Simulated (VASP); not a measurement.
# GaBiSe3 (I4/mcm) in VASP: further runs

The runs below take GaBiSe3 through single point, relaxation of cell and atoms, with PBE.

Everything below comes from runs of VASP 6.6.1. Logs are shortened: lines on timing, memory, paths and dates and some standing lists are left out, and cuts for length are marked.

### 1 The cell of the first run

The structure is tetragonal, space group I4/mcm (No. 140). Conventional cell: a = 6.800 Å, b = 6.800 Å, c = 9.617 Å, α = 90.00°, β = 90.00°, γ = 90.00°. Ga (site symmetry 4/m) has 6 Se at 2.40 to 2.44 Å within 3.2 Å. Within 4.2 Å of Bi (site symmetry -42m) lie 12 Se at 3.14 to 3.68 Å and 8 Ga at 4.16 Å. Se (site symmetry m2m) has 2 Ga at 2.44 Å and 2 Bi at 3.14 Å within 3.2 Å. Within 3.2 Å of Se (site symmetry 422) lie 2 Ga at 2.40 Å.

### 2 Single point, PBE

Contents of INCAR:

```
ALGO = Normal
EDIFF = 1E-6
ENCUT = 520
GGA = PE
ISIF = 2
ISMEAR = 0
LASPH = T
LCHARG = F
LREAL = F
LWAVE = F
NBANDS = 57
NELM = 60
PREC = Accurate
SIGMA = 0.1
```

Contents of KPOINTS:

```
k-points
0
Gamma
  4 4 4
```

Contents of POSCAR:

```
GaBiSe3
1.0
   -3.4000609400      3.4000609400      4.8084123000
    3.4000609400     -3.4000609400      4.8084123000
    3.4000609400      3.4000609400     -4.8084123000
Ga Bi Se
2 2 6
Direct
    0.5000000000      0.5000000000      0.0000000000
    0.0000000000      0.0000000000      0.0000000000
    0.7500000000      0.2500000000      0.5000000000
    0.2500000000      0.7500000000      0.5000000000
    0.2902837800      0.7902837800      0.0805675600
    0.7902837800      0.7097162200      0.5000000000
    0.7500000000      0.7500000000      0.0000000000
    0.7097162200      0.2097162200      0.9194324400
    0.2097162200      0.2902837800      0.5000000000
    0.2500000000      0.2500000000      0.0000000000
```

Potentials or basis: VASP PAW PBE potentials, release 64 (Ga_d, Bi_d, Se).

Started as:

```bash
> cat potpaw_PBE.64/Ga_d/POTCAR potpaw_PBE.64/Bi_d/POTCAR potpaw_PBE.64/Se/POTCAR > POTCAR
> mpirun -np 1 vasp_std > vasp.out
```

OUTCAR:

```text
EDIFF = 1E-6
   ENCUT = 520
   GGA = PE
   ISIF = 2
   ISMEAR = 0
   LASPH = T
   LREAL = F
   NELM = 60
   PREC = Accurate

 ion  position               nearest neighbor table
   1  0.500  0.500  0.000-   7 2.40  10 2.40   8 2.44   5 2.44   6 2.44   9 2.44
   2  0.000  0.000  0.000-   7 2.40  10 2.40   8 2.44   5 2.44   9 2.44   6 2.44
   3  0.750  0.250  0.500-   5 3.14   6 3.14   9 3.14   8 3.14
   4  0.250  0.750  0.500-   8 3.14   6 3.14   9 3.14   5 3.14
   5  0.290  0.790  0.081-   1 2.44   2 2.44   3 3.14   4 3.14
   6  0.790  0.710  0.500-   2 2.44   1 2.44   4 3.14   3 3.14
   7  0.750  0.750  0.000-   1 2.40   2 2.40
   8  0.710  0.210  0.919-   1 2.44   2 2.44   4 3.14   3 3.14
   9  0.210  0.290  0.500-   1 2.44   2 2.44   4 3.14   3 3.14
  10  0.250  0.250  0.000-   1 2.40   2 2.40

  LATTYP: Found a face centered cubic cell.
 ALAT       =     9.6168245942

  Lattice vectors:

 A1 = (   3.4000609400,  -3.4000609400,  -4.8084123000)
 A2 = (   3.4000609400,   3.4000609400,  -4.8084123000)
 A3 = (   6.8001218800,   0.0000000000,   0.0000000000)

Analysis of symmetry for initial positions (statically):
=====================================================================
 Subroutine PRICEL returns:
 Original cell was already a primitive cell.

 Routine SETGRP: Setting up the symmetry group for a
 face centered cubic supercell.

 Subroutine GETGRP returns: Found 16 space group operations
 (whereof  8 operations were pure point group operations)
 out of a pool of 48 trial point group operations.

The static configuration has the point symmetry C_4h.
 The point group associated with its full space group is D_4h.

Analysis of symmetry for dynamics (positions and initial velocities):
=====================================================================
 Subroutine PRICEL returns:
 Original cell was already a primitive cell.

 Routine SETGRP: Setting up the symmetry group for a
 face centered cubic supercell.

 Subroutine GETGRP returns: Found 16 space group operations
 (whereof  8 operations were pure point group operations)
 out of a pool of 48 trial point group operations.

The dynamic configuration has the point symmetry C_4h.
 The point group associated with its full space group is D_4h.

 Subroutine INISYM returns: Found 16 space group operations
 (whereof  8 operations are pure point group operations),
 and found     1 'primitive' translations

----------------------------------------------------------------------------------------

                                     Primitive cell

  volume of cell :     222.3490

  direct lattice vectors                    reciprocal lattice vectors
    -3.400060940  3.400060940  4.808412300     0.000000000  0.147056188  0.103984427
     3.400060940 -3.400060940  4.808412300     0.147056188  0.000000000  0.103984427
     3.400060940  3.400060940 -4.808412300     0.147056188  0.147056188  0.000000000

  length of vectors
     6.800121884  6.800121884  6.800121884     0.180106312  0.180106312  0.207968855

  position of ions in fractional coordinates (direct lattice)
     0.500000000  0.500000000  0.000000000
     0.000000000  0.000000000  0.000000000
     0.750000000  0.250000000  0.500000000
     0.250000000  0.750000000  0.500000000
     0.290283780  0.790283780  0.080567560
     0.790283780  0.709716220  0.500000000
     0.750000000  0.750000000  0.000000000
     0.709716220  0.209716220  0.919432440
     0.209716220  0.290283780  0.500000000
     0.250000000  0.250000000  0.000000000

  ion indices of the primitive-cell ions
   primitive index   ion index
                 1           1
                 2           2
                 3           3
                 4           4
                 5           5
                 6           6
                 7           7
                 8           8
                 9           9
                10          10

----------------------------------------------------------------------------------------

 KPOINTS: k-points

Automatic generation of k-mesh.
 Grid dimensions read from file:
 generate k-points for:    4    4    4

 Generating k-lattice:

  Cartesian coordinates                     Fractional coordinates (reciprocal lattice)
     0.000000000  0.036764047  0.025996107     0.250000000  0.000000000 -0.000000000
     0.036764047  0.000000000  0.025996107     0.000000000  0.250000000 -0.000000000
     0.036764047  0.036764047  0.000000000     0.000000000  0.000000000  0.250000000

  Length of vectors
     0.045026578  0.045026578  0.051992214

  Shift w.r.t. Gamma in fractional coordinates (k-lattice)
     0.000000000  0.000000000  0.000000000

 Subroutine IBZKPT returns following result:
 ===========================================

 Found     13 irreducible k-points:

 Following reciprocal coordinates:
            Coordinates               Weight
  0.000000  0.000000  0.000000      1.000000
  0.250000 -0.000000  0.000000      8.000000
  0.500000 -0.000000  0.000000      4.000000
  0.250000  0.250000  0.000000      8.000000
  0.250000 -0.250000  0.250000      4.000000
  0.500000  0.250000  0.000000     16.000000
  0.500000 -0.250000  0.250000      8.000000
 -0.250000  0.250000  0.000000      4.000000
 -0.250000 -0.250000  0.250000      2.000000
  0.500000  0.500000  0.000000      2.000000
  0.500000  0.500000  0.500000      1.000000
  0.250000  0.250000  0.250000      2.000000
  0.500000  0.500000  0.250000      4.000000
   k-points           NKPTS =     13   k-points in BZ     NKDIM =     13   number of bands    NBANDS=     57
   number of dos      NEDOS =    301   number of ions     NIONS =     10
   total plane-waves  NPLWV = 157464
   dimension x,y,z NGX =    54 NGY =   54 NGZ =   54
   dimension x,y,z NGXF=   108 NGYF=  108 NGZF=  108
   ions per type =               2   2   6
   NGX,Y,Z   is equivalent  to a cutoff of  13.20, 13.20, 13.20 a.u.
   NGXF,Y,Z  is equivalent  to a cutoff of  26.40, 26.40, 26.40 a.u.
 SYSTEM =  unknown system
   PREC   = accura    normal or accurate (medium, high low for compatibility)
   ISTART =      0    job   : 0-new  1-cont  2-samecut
   ICHARG =      2    charge: 1-file 2-atom 10-const
   ISPIN  =      1    spin polarized calculation?
   LNONCOLLINEAR =      F non collinear calculations
   LSORBIT =      F    spin-orbit coupling
   LASPH  =      T    aspherical Exc in radial PAW
   ENCUT  =  520.0 eV  38.22 Ry    6.18 a.u.  12.64 12.64 12.64*2*pi/ulx,y,z
   NELM   =     60;   NELMIN=  2; NELMDL= -5     # of ELM steps
   EDIFF  = 0.1E-05   stopping-criterion for ELM
   LREAL  =      F    real-space projection
[... 7 lines left out ...]
   TEBEG  =    0.0;   TEEND  =   0.0 temperature during run
   PSTRESS=    0.0 pullay stress
   NELECT =      92.0000    total number of electrons
   NUPDOWN=      -1.0000    fix difference up-down
   EMIN   =  10.00;   EMAX   =-10.00  energy-range for DOS
   EFERMI =   0.00;   METHOD = LEGACY
   ISMEAR =     0;   SIGMA  =   0.10  broadening in eV -4-tet -1-fermi 0-gaus
   EFERMI_NEDOS =   21; number of points for ismear=-14 and -15
   IALGO  =     38    algorithm
   IMIX   =      4    mixing-type and parameters
     AMIX     =   0.40;   BMIX     =  1.00
     AMIX_MAG =   1.60;   BMIX_MAG =  1.00
  volume/ion in A,a.u.               =      22.23       150.05
  Fermi-wavevector in a.u.,A,eV,Ry     =   1.219904  2.305285 20.247733  1.488166
  Thomas-Fermi vector in A             =   2.355140
   LORBIT       =      0    0 simple, 1 ext, 2 COOP (PROOUT), +10 PAW based schemes
   GGA     = PE    functional components
   LHFCALC =     F    Hartree Fock is set to
   AEXX    =    0.0000 exact exchange contribution
   IVDW    =     0    specifies the selected vdW correction
   LEPSILON=     F    determine dielectric tensor
   LRPA    =     F    only Hartree local field effects (RPA)
 non-spin polarized calculation
 Gauss-broadening in eV      SIGMA  =   0.10
  energy-cutoff  :      520.00
  volume of cell :      222.35
 maximum number of plane-waves:      6008
 NGX is ok and might be reduce to    54
   NGX = 25   NGY = 25   NGZ = 25

 number of electron      92.0000019 magnetization

 Free energy of the ion-electron system (eV)
  ---------------------------------------------------
  ext. energy  EPLUGINS =         0.00000000
  ---------------------------------------------------
  free energy    TOTEN  =       -34.24774372 eV

  energy without entropy =      -34.22291854  energy(sigma->0) =      -34.23533113

 E-fermi :   5.9637     XC(G=0): -10.3817

 val. band max:        5.9280877441   @ k =   0.5000   0.5000   0.5000
 cond. band min:       5.9841751194   @ k =   0.5000   0.2500   0.0000
 fundamental gap:      0.0560873753
 Fermi energy:         5.9636780460

 k-point     1 :       0.0000    0.0000    0.0000
  band No.  band energies     occupation
      1     -17.6507      2.00000
      2     -17.6460      2.00000
      3     -17.6441      2.00000
      4     -17.6423      2.00000
      5     -17.6314      2.00000
      6     -17.6314      2.00000
[... 49 lines left out ...]
     56       9.6812      0.00000
     57      10.5837      0.00000

 k-point     2 :       0.2500   -0.0000    0.0000
  band No.  band energies     occupation
      1     -17.6497      2.00000
      2     -17.6454      2.00000
      3     -17.6450      2.00000
      4     -17.6428      2.00000
      5     -17.6308      2.00000
      6     -17.6307      2.00000
[... 49 lines left out ...]
     56      10.9028      0.00000
     57      11.2839      0.00000

 k-point     3 :       0.5000   -0.0000    0.0000
  band No.  band energies     occupation
      1     -17.6473      2.00000
      2     -17.6473      2.00000
      3     -17.6440      2.00000
      4     -17.6440      2.00000
      5     -17.6297      2.00000
      6     -17.6297      2.00000
[... 534 lines left out ...]
      1     -17.6475      2.00000
      2     -17.6475      2.00000
      3     -17.6438      2.00000
      4     -17.6438      2.00000
      5     -17.6303      2.00000
      6     -17.6303      2.00000
[... 49 lines left out ...]
     56      10.9537      0.00000
     57      13.0672      0.00000

 k-point    13 :       0.5000    0.5000    0.2500
  band No.  band energies     occupation
      1     -17.6486      2.00000
      2     -17.6460      2.00000
      3     -17.6451      2.00000
      4     -17.6430      2.00000
      5     -17.6304      2.00000
      6     -17.6292      2.00000
[... 49 lines left out ...]
     56      10.9496      0.00000
     57      13.0669      0.00000

------------------------ aborting loop because EDIFF is reached ----------------------------------------

  FORCE on cell =-STRESS in cart. coord.  units (eV):
  Direction    XX          YY          ZZ          XY          YZ          ZX
  --------------------------------------------------------------------------------------
  -------------------------------------------------------------------------------------
  Total       10.5437562     10.5437562     14.3529663      0.0000000      0.0000000      0.0000000
  in kB       75.9750237     75.9750237    103.4230056      0.0000000      0.0000000      0.0000000
  external PRESSURE =      85.1243510 kB  Pullay stress =       0.0000000 kB

 VOLUME and BASIS-vectors are now :
 -----------------------------------------------------------------------------
  energy-cutoff  :      520.00
  volume of cell :      222.35
      direct lattice vectors                 reciprocal lattice vectors
    -3.400060940  3.400060940  4.808412300     0.000000000  0.147056188  0.103984427
     3.400060940 -3.400060940  4.808412300     0.147056188  0.000000000  0.103984427
     3.400060940  3.400060940 -4.808412300     0.147056188  0.147056188  0.000000000

 POSITION                                       TOTAL-FORCE (eV/Angst)
 -----------------------------------------------------------------------------------
      0.00000      0.00000      4.80841        -0.000000      0.000000      0.000000
      0.00000      0.00000      0.00000        -0.000000      0.000000      0.000000
     -0.00000      3.40006      2.40421         0.000000      0.000000      0.000000
      3.40006     -0.00000      2.40421        -0.000000      0.000000      0.000000
      1.97397     -1.42610      4.80841         0.779465      0.779465      0.000000
      1.42610      1.97397      4.80841        -0.779465      0.779465     -0.000000
      0.00000      0.00000      7.21262        -0.000000      0.000000      0.000000
      1.42610      4.82616     -0.00000        -0.779465     -0.779465     -0.000000
      1.97397      1.42610      0.00000         0.779465     -0.779465      0.000000
      0.00000      0.00000      2.40421         0.000000      0.000000      0.000000
 -----------------------------------------------------------------------------------
    total drift:                                0.000000      0.000000      0.000000

  FREE ENERGIE OF THE ION-ELECTRON SYSTEM (eV)
  ---------------------------------------------------
  free  energy   TOTEN  =       -34.2477437221 eV

  energy  without entropy=      -34.2229185397  energy(sigma->0) =      -34.23533113
```

Run time: 2.9 min. Hardware: 1 thread of AMD EPYC 9R45 (Zen 5), shared host; peak memory 0.43 GiB.

What came out:

```
Free energy            : -34.2477 eV
Pressure               : 8.5 GPa
Largest force          : 1.102 eV/Å
Band gap on the k mesh : zero (bands 46 and 47 overlap by 0.30 eV)
```

Forces on the atoms (eV/Å):
```
Ga   0.000  0.000  0.000
Ga   0.000  0.000  0.000
Bi   0.000  0.000  0.000
Bi   0.000  0.000  0.000
Se   0.779  0.779  0.000
Se  -0.779  0.779  0.000
Se   0.000  0.000  0.000
Se  -0.779 -0.779  0.000
Se   0.779 -0.779  0.000
Se   0.000  0.000  0.000
```

Stress tensor (GPa, compression positive):
```
 7.60  0.00  0.00
 0.00  7.60  0.00
 0.00  0.00 10.34
```

Caveat: the cell stands under pressure; spin-orbit coupling is left out, which moves the levels of the heavy elements; forces of over 1 eV/Å act on the atoms, so gaps and moduli don't describe the material at rest.

### 3 Single point, PBE

This run uses another cell than the first one, of 24.77 Å³/atom.

Contents of INCAR:

```
PREC = Accurate
ENCUT = 520
EDIFF = 1E-6
ISMEAR = 0
SIGMA = 0.1
LREAL = F
LASPH = T
NELM = 80
ALGO = Normal
ISIF = 2
LWAVE = F
LCHARG = T
GGA = PE
LELF = T
LVHAR = T
NBANDS = 57
```

Contents of KPOINTS:

```
regular mesh
0
Gamma
  4 4 4
```

Contents of POSCAR:

```
GaBiSe3
1.0
   -3.4209813073      3.4209813073      5.2922479217
    3.4209813073     -3.4209813073      5.2922479217
    3.4209813073      3.4209813073     -5.2922479217
Ga Bi Se
2 2 6
Direct
    0.5000000000      0.5000000000      0.0000000000
    0.0000000000      0.0000000000      0.0000000000
    0.7500000000      0.2500000000      0.5000000000
    0.2500000000      0.7500000000      0.5000000000
    0.3386234570      0.8386234570      0.1772469141
    0.8386234570      0.6613765430      0.5000000000
    0.7500000000      0.7500000000      0.0000000000
    0.6613765430      0.1613765430      0.8227530859
    0.1613765430      0.3386234570      0.5000000000
    0.2500000000      0.2500000000      0.0000000000
```

Potentials or basis: VASP PAW PBE potentials, release 64 (Ga_d, Bi_d, Se).

Started as:

```bash
> cat potpaw_PBE.64/Ga_d/POTCAR potpaw_PBE.64/Bi_d/POTCAR potpaw_PBE.64/Se/POTCAR > POTCAR
> mpirun -np 1 vasp_std > vasp.out
```

Run time: 3.1 min. Hardware: 1 thread of AMD EPYC 9R45 (Zen 5), shared host; peak memory 0.46 GiB.

The run converged. Its results:

| Item | Value |
| --- | --- |
| Free energy | -36.0554 eV |
| Pressure | 0.0 GPa |
| Largest force | 0.007 eV/Å |
| Band gap on the k mesh | zero (bands 46 and 47 overlap by 0.28 eV) |

Forces on the atoms (eV/Å):
```
Ga   0.000  0.000  0.000
Ga   0.000  0.000  0.000
Bi   0.000  0.000  0.000
Bi   0.000  0.000  0.000
Se   0.005  0.005  0.000
Se  -0.005  0.005  0.000
Se   0.000  0.000  0.000
Se  -0.005 -0.005  0.000
Se   0.005 -0.005  0.000
Se   0.000  0.000  0.000
```

Stress tensor (GPa, compression positive):
```
-0.06  0.00  0.00
 0.00 -0.06  0.00
 0.00  0.00  0.02
```

Levels at points of the mesh, in eV from the Fermi level:
```tsv
k point	band 44	band 45	band 46	band 47	band 48	band 49
(0.00, 0.00, 0.00)	-0.35	-0.22	-0.22	-0.14	2.14	2.14
(0.50, 0.00, 0.00)	-0.99	-0.71	-0.71	0.79	0.79	1.58
(0.50, 0.50, 0.00)	-0.81	-0.45	-0.25	-0.22	0.90	1.00
(0.50, 0.50, 0.50)	-0.74	-0.20	-0.20	1.66	1.76	2.05
```

Caveat: spin-orbit coupling is left out, which moves the levels of the heavy elements.

(Part 1 of 2 ends here.)
